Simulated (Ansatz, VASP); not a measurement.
## TiIn4: VASP beside Ansatz

Contents of INCAR:

```
PREC = Accurate
ENCUT = 600
EDIFF = 1E-6
ISMEAR = 0
SIGMA = 0.1
LREAL = F
LASPH = T
NELM = 80
ALGO = Normal
ISIF = 3
LWAVE = F
LCHARG = F
GGA = PE
IBRION = 2
NSW = 90
EDIFFG = -0.04
```

KPOINTS

```
regular mesh
0
Gamma
  4 4 4
```

The input POSCAR:

```
TiIn4
1.0
    5.1153572100      0.0000000000      0.0000000000
    0.0000000000      5.1153572100      0.0000000000
    0.0000000000      0.0000000000      5.1153572100
Ti In
1 4
Direct
    0.5000000000      0.5000000000      0.5000000000
    0.0000000000      0.5000000000      0.5000000000
    0.5000000000      0.0000000000      0.5000000000
    0.5000000000      0.5000000000      0.0000000000
    0.0000000000      0.0000000000      0.0000000000
```

Input for Ansatz:

```yaml
crystal:
  lattice:
    - [5.11535721, 0.0, 0.0]
    - [0.0, 5.11535721, 0.0]
    - [0.0, 0.0, 5.11535721]
  atoms:
    - { symbol: Ti, position: [0.5, 0.5, 0.5] }
    - { symbol: In, position: [0.0, 0.5, 0.5] }
    - { symbol: In, position: [0.5, 0.0, 0.5] }
    - { symbol: In, position: [0.5, 0.5, 0.0] }
    - { symbol: In, position: [0.0, 0.0, 0.0] }
basis:
  ecutwfc: 420
kpoints:
  mp_grid: { grid: [4, 4, 4] }
hamiltonian:
  xc: pbe
scf:
  occupations: { method: gaussian, width: 0.1 }
  lower_state_search: "off"
output:
  forces: true
  stress: true
  eigenvalues: true
relax:
  adjacent_minimum: "off"
  f_tol: 0.04
  max_steps: 70
  cell: { stress_tol: 0.4 }
```

Alike in both runs: task relaxation of cell and atoms; functional PBE; k mesh 4 × 4 × 4; occupations gaussian, width 0.1 eV; no spin polarisation.

|  | VASP | Ansatz |
| --- | --- | --- |
| version | VASP 6.6.1 | Ansatz 0.2.0 |
| potentials or method | VASP PAW PBE potentials, release 64 (Ti_sv, In_d), cutoff 600 eV | scalar-relativistic, plane waves, PAW |
| valence electrons in the cell | 64 | 64 |

Ansatz gave:

* gap on the k mesh at the Fermi level, each at its own relaxed structure (eV): none
* relaxed volume (Å³/atom): 31.74
* relaxed length of the cell vector where the two differ most in proportion (Å): 5.414

Q: Estimate VASP's values.

A: gap on the k mesh at the Fermi level, each at its own relaxed structure (eV): none; relaxed volume (Å³/atom): 31.94; relaxed length of the cell vector where the two differ most in proportion (Å): 5.425.

A gap of «none» marks a metal or a gap that the smearing closes.

Noted on VASP's run: the volume moved by over 15 % at a fixed basis, so the end points are rough.
